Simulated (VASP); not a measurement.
Wanted: the native input for a VASP 6.6.1 run.

```
Task                   : electric field gradients
Functional             : PBE
Potentials or basis    : VASP PAW PBE potentials, release 64 (In_d, Sb, As)
Cutoff                 : 520 eV
k mesh                 : 2 × 2 × 2
Occupations            : fermi-dirac, width 0.01 eV
Spin                   : no spin polarisation
Dipole correction      : no
Further INCAR settings : LREAL = Auto; ALGO = Normal; EDIFF = 1e-08; NBANDS = 276
```

The structure of In27SbAs26 (a cell with a defect) lies in POSCAR:

```
In27SbAs26
1.0
    0.0000000000      9.0540000000      9.0540000000
    9.0540000000      0.0000000000      9.0540000000
    9.0540000000      9.0540000000      0.0000000000
In Sb As
27 1 26
Direct
    0.0000000000      0.0000000000      0.0000000000
    0.0000000000      0.0000000000      0.3333333333
    0.0000000000      0.0000000000      0.6666666667
    0.0000000000      0.3333333333      0.0000000000
    0.0000000000      0.3333333333      0.3333333333
    0.0000000000      0.3333333333      0.6666666667
    0.0000000000      0.6666666667      0.0000000000
    0.0000000000      0.6666666667      0.3333333333
    0.0000000000      0.6666666667      0.6666666667
    0.3333333333      0.0000000000      0.0000000000
    0.3333333333      0.0000000000      0.3333333333
    0.3333333333      0.0000000000      0.6666666667
    0.3333333333      0.3333333333      0.0000000000
    0.3333333333      0.3333333333      0.3333333333
    0.3333333333      0.3333333333      0.6666666667
    0.3333333333      0.6666666667      0.0000000000
    0.3333333333      0.6666666667      0.3333333333
    0.3333333333      0.6666666667      0.6666666667
    0.6666666667      0.0000000000      0.0000000000
    0.6666666667      0.0000000000      0.3333333333
    0.6666666667      0.0000000000      0.6666666667
    0.6666666667      0.3333333333      0.0000000000
    0.6666666667      0.3333333333      0.3333333333
    0.6666666667      0.3333333333      0.6666666667
    0.6666666667      0.6666666667      0.0000000000
    0.6666666667      0.6666666667      0.3333333333
    0.6666666667      0.6666666667      0.6666666667
    0.0833333333      0.0833333333      0.0833333333
    0.0833333333      0.0833333333      0.4166666667
    0.0833333333      0.0833333333      0.7500000000
    0.0833333333      0.4166666667      0.0833333333
    0.0833333333      0.4166666667      0.4166666667
    0.0833333333      0.4166666667      0.7500000000
    0.0833333333      0.7500000000      0.0833333333
    0.0833333333      0.7500000000      0.4166666667
    0.0833333333      0.7500000000      0.7500000000
    0.4166666667      0.0833333333      0.0833333333
    0.4166666667      0.0833333333      0.4166666667
    0.4166666667      0.0833333333      0.7500000000
    0.4166666667      0.4166666667      0.0833333333
    0.4166666667      0.4166666667      0.4166666667
    0.4166666667      0.4166666667      0.7500000000
    0.4166666667      0.7500000000      0.0833333333
    0.4166666667      0.7500000000      0.4166666667
    0.4166666667      0.7500000000      0.7500000000
    0.7500000000      0.0833333333      0.0833333333
    0.7500000000      0.0833333333      0.4166666667
    0.7500000000      0.0833333333      0.7500000000
    0.7500000000      0.4166666667      0.0833333333
    0.7500000000      0.4166666667      0.4166666667
    0.7500000000      0.4166666667      0.7500000000
    0.7500000000      0.7500000000      0.0833333333
    0.7500000000      0.7500000000      0.4166666667
    0.7500000000      0.7500000000      0.7500000000
```

The input as run:

INCAR

```
SYSTEM = In27SbAs26
PREC = Accurate
ENCUT = 520
EDIFF = 1E-8
ISMEAR = -1
SIGMA = 0.01
LREAL = Auto
LASPH = .TRUE.
NELM = 60
ALGO = Normal
ISIF = 2
LWAVE = .FALSE.
LCHARG = .FALSE.
GGA = PE
LEFG = .TRUE.
NBANDS = 276
LUSENCCL = .FALSE.
```

KPOINTS

```
Automatic mesh
0
G
  2 2 2
  0 0 0
```

Potentials or basis: VASP PAW PBE potentials, release 64 (In_d, Sb, As).

Launch:

```sh
$ cat potpaw_PBE.64/In_d/POTCAR potpaw_PBE.64/Sb/POTCAR potpaw_PBE.64/As/POTCAR > POTCAR
$ mpirun -np 1 vasp_std > vasp.out
```

Results of the run:

| Quantity | Value |
| --- | --- |
| Pressure | 5.1 GPa |
| Largest force | 1.380 eV/Å |
| Band gap on the k mesh | zero (filled and empty bands touch) |
| Largest electric field gradient by atom | In -47.8, +0.4, +0.5, +0.0, -0.1 (each value once); Sb -0.0; As -3.4, -0.4, -0.2, -0.3 (each value once) V/Å² |

Caveat: without QUAD_EFG the Cq values of the log hold for a quadrupole moment of 1 mb, not for the nuclei; spin-orbit coupling is left out, which moves the levels of the heavy elements.

Wall time 2.4 min on 1 × NVIDIA H100 80GB with 1 thread of AMD EPYC 7R13 Processor (Zen 3), with other jobs on the host, peak memory 2.5 GiB.
